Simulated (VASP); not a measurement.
SrTiO3: single point with PBEsol

The system is SrTiO3.

```
Sr Ti O
1.0
    -2.68920    2.68920    3.82610
     2.68920   -2.68920    3.82610
     2.68920    2.68920   -3.82610
Sr Ti O
2 2 6
Cartesian
  0.0000 2.6892 1.9131
  2.6892 0.0000 1.9131
  0.0000 0.0000 0.0000
  0.0000 0.0000 3.8261
  0.0000 0.0000 1.9131
  0.0000 0.0000 5.7392
  1.2117 3.9009 0.0000
  1.4775 1.2117 0.0000
  1.4775 -1.2117 3.8261
  1.2117 1.4775 3.8261
```

- Program: VASP 6.6.1
- Task: single point
- Functional: PBEsol
- Potentials or basis: VASP PAW PBE potentials, release 64 (Sr_sv, Ti_sv, O)
- Cutoff: 520 eV
- k mesh: 8 × 8 × 8
- Occupations: gaussian, width 0.05 eV
- Spin: no spin polarisation
- Dipole correction: no
- Further INCAR settings: ALGO = Normal; EDIFF = 1e-07; NBANDS = 51

The pressure is 13.7 GPa and the largest force is 0.041 eV/Å. The band gap on the k mesh is 2.05 eV (least direct gap 2.06 eV).

Forces on the atoms (eV/Å):
```
Sr   0.000  0.000  0.000
Sr   0.000  0.000  0.000
Ti   0.000  0.000  0.000
Ti   0.000  0.000  0.000
O    0.000  0.000  0.000
O    0.000  0.000  0.000
O   -0.029 -0.029  0.000
O    0.029 -0.029  0.000
O    0.029  0.029  0.000
O   -0.029  0.029  0.000
```

Stress tensor (GPa, compression positive):
```
13.53  0.00  0.00
 0.00 13.53  0.00
 0.00  0.00 13.90
```

Levels at points of the mesh, in eV from the valence-band top:
| k point | band 36 | band 37 | band 38 | band 39 | band 40 | band 41 | band 42 | band 43 | band 44 | band 45 |
| --- | --- | --- | --- | --- | --- | --- | --- | --- | --- | --- |
| (0.00, 0.00, 0.00) | -0.23 | -0.23 | -0.17 | -0.01 | -0.01 | 2.05 | 2.05 | 2.07 | 4.57 | 4.94 |
| (0.50, 0.00, 0.00) | -1.03 | -0.79 | -0.79 | -0.63 | -0.63 | 3.70 | 3.70 | 3.74 | 3.74 | 3.79 |
| (0.50, 0.50, 0.00) | -1.56 | -1.45 | -0.65 | -0.64 | -0.05 | 2.22 | 4.13 | 4.15 | 4.16 | 4.21 |
| (0.50, 0.50, 0.50) | -1.52 | -1.52 | -0.59 | -0.59 | -0.07 | 2.26 | 4.07 | 4.07 | 4.32 | 4.32 |

Wall time 3.5 min on 1 thread of Intel(R) Xeon(R) 6975P-C (Granite Rapids), on a shared host, peak memory 0.43 GiB.

Caveat: the cell stands under pressure; the PAW data sets were made with another functional, which shifts forces and pressure a little. A k mesh can miss the band edges.
